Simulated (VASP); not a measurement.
Here is a VASP 6.6.1 calculation.

Contents of INCAR:

```
PREC = Accurate
ENCUT = 520
EDIFF = 1E-6
ISMEAR = -1
SIGMA = 0.05
LREAL = False
LASPH = True
NELM = 100
ALGO = Normal
ISIF = 2
LWAVE = False
LCHARG = False
GGA = RP
NBANDS = 16
```

KPOINTS

```
regular mesh
0
Gamma
  8 8 8
```

File POSCAR:

```
CdSe
1.0
    0.0000000000      2.9068226978      2.9068226978
    2.9068226978      0.0000000000      2.9068226978
    2.9068226978      2.9068226978      0.0000000000
Cd Se
1 1
Direct
    0.0000000000      0.0000000000      0.0000000000
    0.5000000000      0.5000000000      0.5000000000
```

Potentials or basis: VASP PAW PBE potentials, release 64 (Cd, Se).

The run is started by

```sh
$ cat potpaw_PBE.64/Cd/POTCAR potpaw_PBE.64/Se/POTCAR > POTCAR
$ mpirun -np 1 vasp_std > vasp.out
```

**Question.** Estimate the band gap on the k mesh.

**Answer.** Zero (bands 9 and 10 overlap by 0.32 eV).

**Question.** Predict the pressure.

**Answer.** 0.3 GPa.

Caveat: semilocal functionals underestimate gaps, so a narrow gap can read as zero; the PAW data sets were made with another functional, which shifts forces and pressure a little.
